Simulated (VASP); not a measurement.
TaNbSb3:

```
CELL_PARAMETERS angstrom
4.79273 0.00000 0.00000
0.00000 4.79273 0.00000
0.00000 0.00000 4.79273
ATOMIC_POSITIONS crystal
Ta 0.50000 0.50000 0.50000
Nb 0.00000 0.00000 0.00000
Sb 0.00000 0.50000 0.50000
Sb 0.50000 0.00000 0.50000
Sb 0.50000 0.50000 0.00000
```

| Property | Result |
| --- | --- |
| Program | VASP 6.6.1 |
| Task | relaxation of cell and atoms |
| Functional | PBE |
| Potentials or basis | VASP PAW PBE potentials, release 64 (Ta_pv, Nb_sv, Sb) |
| Cutoff | 600 eV |
| k mesh | 4 × 4 × 4 |
| Occupations | gaussian, width 0.1 eV |
| Spin | no spin polarisation |

At the start: pressure 37.5 GPa; volume 22.02 Å³/atom.

Question: Where does the relaxation end?

Answer: Over 5 steps the energy falls by 678.3 meV/atom and the volume is 29.47 Å³/atom (+33.8 %); space group Pm-3m (No. 221, to 0.05 Å).

The path:
```tsv
step	energy change (eV)	largest force (eV/Å)	pressure (GPa)	volume (Å³)
1	0.0000	0.0000	37.50	110.09
2	-0.0413	0.0000	-11.62	214.29
3	-3.3767	0.0000	-1.43	150.57
4	-3.3899	0.0000	-0.46	148.36
5	-3.3914	0.0000	0.01	147.35
```

Final structure:
```yaml
crystal:
  lattice:
    - [5.28177, 0.00000, 0.00000]
    - [0.00000, 5.28177, 0.00000]
    - [0.00000, 0.00000, 5.28177]
  atoms:
    - { symbol: Ta, position: [0.50000, 0.50000, 0.50000] }
    - { symbol: Nb, position: [0.00000, 0.00000, 0.00000] }
    - { symbol: Sb, position: [0.00000, 0.50000, 0.50000] }
    - { symbol: Sb, position: [0.50000, 0.00000, 0.50000] }
    - { symbol: Sb, position: [0.50000, 0.50000, 0.00000] }
```

Caveat: the volume moved by over 15 % at a fixed basis, so the end points are rough.
